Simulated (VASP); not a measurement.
Pb, 1 atom in the cell. It takes space group Fm-3m (No. 225, cubic). Conventional cell: a = 4.950 Å, b = 4.950 Å, c = 4.950 Å, α = 90.00°, β = 90.00°, γ = 90.00°. Within 4.6 Å of Pb (site symmetry m-3m) lie 12 Pb at 3.50 Å. 

```yaml
Program: VASP 6.6.1
Task: single point
Functional: PBE
Potentials_or_basis: VASP PAW PBE potentials, release 64 (Pb_d)
Cutoff: 520 eV
k_mesh: 9 × 9 × 9
Occupations: gaussian, width 0.023 eV
Spin: no spin polarisation
Dipole_correction: no
Further_INCAR_settings: ALGO = Fast; EDIFF = 1e-07; NBANDS = 13
```

Potentials or basis: VASP PAW PBE potentials, release 64 (Pb_d).

Launch:

```sh
$ cat potpaw_PBE.64/Pb_d/POTCAR > POTCAR
$ mpirun -np 1 vasp_std > vasp.out
```

Hardware: 1 thread of AMD EPYC 9R45 96-Core Processor (Zen 5), with other jobs on the host.

Question: Estimate the wall time of this run.

Answer: It took 13 s on 1 thread of AMD EPYC 9R45 96-Core Processor (Zen 5) (shared host), peak memory 0.12 GiB. Counts: scf iterations 16, k points 35.
